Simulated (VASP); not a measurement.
# C (P6_3/mmc) in VASP: further runs

Runs on C. Level: LDA. Tasks: single point.

All numbers are computed with VASP 6.6.1; they aren't measurements. Logs are shortened: lines on timing, memory, paths and dates and some standing lists are left out, and cuts for length are marked.

**1. The cell of the first run**

Symmetry: P6_3/mmc, No. 194, hexagonal system. Conventional cell: a = 2.548 Å, b = 2.548 Å, c = 7.831 Å, α = 90.00°, β = 90.00°, γ = 120.00°. C (site symmetry 3m) has 4 C at 1.46 to 1.55 Å within 1.9 Å. Within 2.0 Å of C (site symmetry 3m) lie 4 C at 1.48 to 1.55 Å.

**2. Single point, LDA**

Contents of INCAR:

```
ALGO = Normal
EDIFF = 1E-6
ENCUT = 520
GGA = CA
ISIF = 2
ISMEAR = 0
LASPH = True
LCHARG = False
LREAL = False
LWAVE = False
NBANDS = 26
NELM = 100
PREC = Accurate
SIGMA = 0.05
```

Contents of KPOINTS:

```
k-points
0
Gamma
  12 12 4
```

Contents of POSCAR:

```
C
1.0
    2.5477576841      0.0000000000      0.0000000000
   -1.2738788420      2.2064228771      0.0000000000
    0.0000000000      0.0000000000      7.8306598603
C
8
Direct
    0.0000000000      0.0000000000      0.0929365318
    0.0000000000      0.0000000000      0.5929365318
    0.0000000000      0.0000000000      0.4070634682
    0.0000000000      0.0000000000      0.9070634682
    0.3333333333      0.6666666667      0.1555443640
    0.6666666667      0.3333333333      0.6555443640
    0.3333333333      0.6666666667      0.3444556360
    0.6666666667      0.3333333333      0.8444556360
```

Potentials or basis: VASP PAW LDA potentials, release 64 (C).

Command:

```
$ cat potpaw_LDA.64/C/POTCAR > POTCAR
$ mpirun -np 1 vasp_std > vasp.out
```

OUTCAR:

```text
EDIFF = 1E-6
   ENCUT = 520
   GGA = CA
   ISIF = 2
   ISMEAR = 0
   LASPH = True
   LREAL = False
   NELM = 100
   PREC = Accurate

 ion  position               nearest neighbor table
   1  0.000  0.000  0.093-   4 1.46   5 1.55   5 1.55   5 1.55
   2  0.000  0.000  0.593-   3 1.46   6 1.55   6 1.55   6 1.55
   3  0.000  0.000  0.407-   2 1.46   7 1.55   7 1.55   7 1.55
   4  0.000  0.000  0.907-   1 1.46   8 1.55   8 1.55   8 1.55
   5  0.333  0.667  0.156-   7 1.48   1 1.55   1 1.55   1 1.55
   6  0.667  0.333  0.656-   8 1.48   2 1.55   2 1.55   2 1.55
   7  0.333  0.667  0.344-   5 1.48   3 1.55   3 1.55   3 1.55
   8  0.667  0.333  0.844-   6 1.48   4 1.55   4 1.55   4 1.55

  LATTYP: Found a hexagonal cell.
 ALAT       =     2.5477576841
 C/A-ratio  =     3.0735496979

  Lattice vectors:

 A1 = (   2.5477576841,   0.0000000000,   0.0000000000)
 A2 = (  -1.2738788420,   2.2064228771,   0.0000000000)
 A3 = (   0.0000000000,   0.0000000000,   7.8306598603)

Analysis of symmetry for initial positions (statically):
=====================================================================
 Subroutine PRICEL returns:
 Original cell was already a primitive cell.

 Routine SETGRP: Setting up the symmetry group for a
 hexagonal supercell.

 Subroutine GETGRP returns: Found 24 space group operations
 (whereof 12 operations were pure point group operations)
 out of a pool of 24 trial point group operations.

The static configuration has the point symmetry D_3d.
 The point group associated with its full space group is D_6h.

Analysis of symmetry for dynamics (positions and initial velocities):
=====================================================================
 Subroutine PRICEL returns:
 Original cell was already a primitive cell.

 Routine SETGRP: Setting up the symmetry group for a
 hexagonal supercell.

 Subroutine GETGRP returns: Found 24 space group operations
 (whereof 12 operations were pure point group operations)
 out of a pool of 24 trial point group operations.

The dynamic configuration has the point symmetry D_3d.
 The point group associated with its full space group is D_6h.

 Subroutine INISYM returns: Found 24 space group operations
[... 109 lines left out ...]
   EDIFF  = 0.1E-05   stopping-criterion for ELM
   LREAL  =      F    real-space projection
   EDIFFG = 0.1E-04   stopping-criterion for IOM
   NSW    =      0    number of steps for IOM
   IBRION =     -1    ionic relax: 0-MD 1-quasi-New 2-CG
   NFREE  =      0    steps in history (QN), initial steepest desc. (CG)
   ISIF   =      2    stress and relaxation
   ISYM   =      2    0-nonsym 1-usesym 2-fastsym
   POTIM  = 0.5000    time-step for ionic-motion
   TEBEG  =    0.0;   TEEND  =   0.0 temperature during run
   PSTRESS=    0.0 pullay stress
   NELECT =      32.0000    total number of electrons
   NUPDOWN=      -1.0000    fix difference up-down
   EMIN   =  10.00;   EMAX   =-10.00  energy-range for DOS
   EFERMI =   0.00;   METHOD = LEGACY
   ISMEAR =     0;   SIGMA  =   0.05  broadening in eV -4-tet -1-fermi 0-gaus
   EFERMI_NEDOS =   21; number of points for ismear=-14 and -15
   IALGO  =     38    algorithm
   IMIX   =      4    mixing-type and parameters
     AMIX     =   0.40;   BMIX     =  1.00
     AMIX_MAG =   1.60;   BMIX_MAG =  1.00
  volume/ion in A,a.u.               =       5.50        37.13
  Fermi-wavevector in a.u.,A,eV,Ry     =   1.472007  2.781689 29.481149  2.166803
  Thomas-Fermi vector in A             =   2.587074
   LORBIT       =      0    0 simple, 1 ext, 2 COOP (PROOUT), +10 PAW based schemes
   GGA     = CA    functional components
   LHFCALC =     F    Hartree Fock is set to
   AEXX    =    0.0000 exact exchange contribution
   IVDW    =     0    specifies the selected vdW correction
   LEPSILON=     F    determine dielectric tensor
   LRPA    =     F    only Hartree local field effects (RPA)
 non-spin polarized calculation
 Gauss-broadening in eV      SIGMA  =   0.05
  energy-cutoff  :      520.00
  volume of cell :       44.02
 maximum number of plane-waves:      1206
 NGX is ok and might be reduce to    20
   NGX =  9   NGY =  9   NGZ = 29

 number of electron      31.9999998 magnetization

 Free energy of the ion-electron system (eV)
  ---------------------------------------------------
  ext. energy  EPLUGINS =         0.00000000
  ---------------------------------------------------
  free energy    TOTEN  =       -80.29002636 eV

  energy without entropy =      -80.29002636  energy(sigma->0) =      -80.29002636

 E-fermi :  10.6564     XC(G=0): -13.6388

 val. band max:       10.3905174418   @ k =   0.0000   0.0000   0.0000
 cond. band min:      13.9778127292   @ k =   0.5000   0.0000   0.0000
 fundamental gap:      3.5872952873
 Fermi energy:        10.6563592661

 k-point     1 :       0.0000    0.0000    0.0000
  band No.  band energies     occupation
      1     -11.5866      2.00000
      2      -9.7221      2.00000
      3      -9.6381      2.00000
      4      -4.5873      2.00000
      5      -3.6131      2.00000
      6       4.1528      2.00000
[... 685 lines left out ...]
     25      21.4222      0.00000
     26      23.4742      0.00000

 [... further k-points ...]

------------------------ aborting loop because EDIFF is reached ----------------------------------------

  FORCE on cell =-STRESS in cart. coord.  units (eV):
  Direction    XX          YY          ZZ          XY          YZ          ZX
  --------------------------------------------------------------------------------------
  -------------------------------------------------------------------------------------
  Total       -7.2499767     -7.2499767     19.3766856     -0.0000000     -0.0000000      0.0000000
  in kB     -263.8772590   -263.8772590    705.2528393     -0.0000000     -0.0000000      0.0000000
  external PRESSURE =      59.1661071 kB  Pullay stress =       0.0000000 kB

 VOLUME and BASIS-vectors are now :
 -----------------------------------------------------------------------------
  energy-cutoff  :      520.00
  volume of cell :       44.02
      direct lattice vectors                 reciprocal lattice vectors
     2.547757684  0.000000000  0.000000000     0.392502005  0.226611138  0.000000000
    -1.273878842  2.206422877  0.000000000     0.000000000  0.453222277  0.000000000
     0.000000000  0.000000000  7.830659860     0.000000000  0.000000000  0.127703159

 POSITION                                       TOTAL-FORCE (eV/Angst)
 -----------------------------------------------------------------------------------
      0.00000      0.00000      0.72775        -0.000000      0.000000      0.495013
      0.00000      0.00000      4.64308         0.000000     -0.000000      0.495013
      0.00000      0.00000      3.18758        -0.000000      0.000000     -0.495013
      0.00000      0.00000      7.10291         0.000000     -0.000000     -0.495013
     -0.00000      1.47095      1.21802         0.000000     -0.000000     -0.652166
      1.27388      0.73547      5.13334        -0.000000      0.000000     -0.652166
     -0.00000      1.47095      2.69731         0.000000     -0.000000      0.652166
      1.27388      0.73547      6.61264        -0.000000      0.000000      0.652166
 -----------------------------------------------------------------------------------
    total drift:                                0.000000     -0.000000      0.000000

  FREE ENERGIE OF THE ION-ELECTRON SYSTEM (eV)
  ---------------------------------------------------
  free  energy   TOTEN  =       -80.2900263579 eV

  energy  without entropy=      -80.2900263579  energy(sigma->0) =      -80.29002636
```

OSZICAR:

```text
N       E                     dE             d eps       ncg     rms          rms(c)
DAV:   1     0.543320750148E+02    0.54332E+02   -0.16565E+04  2964   0.120E+03
DAV:   2    -0.788199803140E+02   -0.13315E+03   -0.12534E+03  3970   0.229E+02
DAV:   3    -0.838238202347E+02   -0.50038E+01   -0.49668E+01  3962   0.389E+01
DAV:   4    -0.838705008117E+02   -0.46681E-01   -0.46586E-01  3792   0.421E+00
DAV:   5    -0.838712914205E+02   -0.79061E-03   -0.79015E-03  3944   0.496E-01    0.119E+01
DAV:   6    -0.812102721181E+02    0.26610E+01   -0.18083E+00  3424   0.718E+00    0.691E+00
DAV:   7    -0.802925442945E+02    0.91773E+00   -0.21599E+00  3512   0.797E+00    0.149E+00
DAV:   8    -0.802900920124E+02    0.24523E-02   -0.60519E-02  3790   0.140E+00    0.880E-02
DAV:   9    -0.802900153044E+02    0.76708E-04   -0.81239E-04  3822   0.188E-01    0.397E-02
DAV:  10    -0.802900274068E+02   -0.12102E-04   -0.64624E-05  3692   0.491E-02    0.135E-02
DAV:  11    -0.802900264056E+02    0.10012E-05   -0.39115E-06  3776   0.121E-02    0.376E-03
DAV:  12    -0.802900263579E+02    0.47645E-07   -0.47512E-07  2520   0.440E-03
   1 F= -.80290026E+02 E0= -.80290026E+02  d E =-.517620E-16
```

stdout:

```text
POSCAR found type information on POSCAR C
 POSCAR found :  1 types and       8 ions
 scaLAPACK will be used
 LDA part: xc-table for (Slater(with rela. corr.)+CA(PZ))
 , standard interpolation
 POSCAR, INCAR and KPOINTS ok, starting setup
 FFT: planning ... GRIDC
 FFT: planning ... GRID_SOFT
 FFT: planning ... GRID
 WAVECAR not read
 entering main loop
```

Wall time 28 s (1 thread of Intel Xeon Platinum 8559C (Emerald Rapids), shared host); peak memory 0.16 GiB.

Results:

* Free energy: -80.2900 eV
* Pressure: 5.9 GPa
* Largest force: 0.652 eV/Å
* Band gap on the k mesh: 3.59 eV (least direct gap 4.45 eV)

Forces in eV/Å, atoms in the order of the input:
```
C    0.000  0.000  0.495
C    0.000  0.000  0.495
C    0.000  0.000 -0.495
C    0.000  0.000 -0.495
C    0.000  0.000 -0.652
C    0.000  0.000 -0.652
C    0.000  0.000  0.652
C    0.000  0.000  0.652
```

Stress tensor (GPa, compression positive):
```
-26.39   0.00   0.00
  0.00 -26.39   0.00
  0.00   0.00  70.53
```

Levels at points of the mesh, in eV from the valence-band top:
```tsv
k point	band 14	band 15	band 16	band 17	band 18	band 19
(0.00, 0.00, 0.00)	-0.44	0.00	0.00	4.45	4.45	6.61
(0.50, 0.00, 0.00)	-4.43	-3.70	-2.74	3.59	5.18	5.44
(0.00, 0.00, 0.50)	-0.92	-0.92	-0.92	5.47	5.47	5.47
(0.50, 0.00, 0.50)	-4.85	-3.71	-3.71	4.02	4.02	7.17
```

Caveat: the stress differs along the axes, from -26 to 71 GPa. A k mesh can miss the band edges.

**3. Single point, LDA (atoms displaced along a vibrational mode, the cell strained)**

Contents of INCAR:

```
  PREC = Accurate
  ENCUT = 520
  EDIFF = 1E-6
  ISMEAR = 0
  SIGMA = 0.05
  LREAL = F
  LASPH = T
  NELM = 100
  ALGO = Normal
  ISIF = 2
  LWAVE = F
  LCHARG = T
  LELF = T
  LVHAR = T
  NBANDS = 26
```

Contents of KPOINTS:

```
regular mesh
0
Gamma
  12 12 4
```

Contents of POSCAR:

```
C
1.0
    2.4314921993      0.0000000000      0.0000000000
   -1.2157460996      2.1057340137      0.0000000000
    0.0000000000      0.0000000000      8.5978723127
C
8
Direct
    0.0000000000      0.0000000000      0.0870930396
    0.0000000000      0.0000000000      0.5870930396
    0.0000000000      0.0000000000      0.4129069604
    0.0000000000      0.0000000000      0.9129069604
    0.3333333333      0.6666666667      0.1600876728
    0.6666666667      0.3333333333      0.6600876728
    0.3333333333      0.6666666667      0.3399123272
    0.6666666667      0.3333333333      0.8399123272
```

Potentials or basis: VASP PAW LDA potentials, release 64 (C).

Command:

```
$ cat potpaw_LDA.64/C/POTCAR > POTCAR
$ mpirun -np 1 vasp_std > vasp.out
```

Wall time 28 s (1 thread of Intel Xeon Platinum 8559C (Emerald Rapids), shared host); peak memory 0.16 GiB.

Results (log left out):

```
Free energy            : -79.7990 eV
Pressure               : 2.0 GPa
Largest force          : 3.681 eV/Å
Band gap on the k mesh : 2.87 eV (least direct gap 4.28 eV)
```

Forces in eV/Å, atoms in the order of the input:
```
C    0.000  0.000  3.681
C    0.000  0.000  3.681
C    0.000  0.000 -3.681
C    0.000  0.000 -3.681
C    0.000  0.000 -2.806
C    0.000  0.000 -2.806
C    0.000  0.000  2.806
C    0.000  0.000  2.806
```

Stress tensor (GPa, compression positive):
```
 30.98   0.00   0.00
  0.00  30.98   0.00
  0.00   0.00 -56.10
```

Levels at points of the mesh, in eV from the valence-band top:
```csv
k point,band 14,band 15,band 16,band 17,band 18,band 19
"(0.00, 0.00, 0.00)",-1.79,0.00,0.00,4.28,4.59,4.59
"(0.50, 0.00, 0.00)",-5.40,-5.19,-3.32,3.47,4.80,4.84
"(0.00, 0.00, 0.50)",-0.68,-0.68,-0.68,5.45,5.45,5.45
"(0.50, 0.00, 0.50)",-6.27,-4.02,-4.02,4.62,4.62,5.18
```

Caveat: the cell differs from its parent crystal (atoms displaced along a vibrational mode, the cell strained); the stress differs along the axes, from -56 to 31 GPa; forces of over 1 eV/Å act on the atoms, so gaps and moduli don't describe the material at rest. A k mesh can miss the band edges.
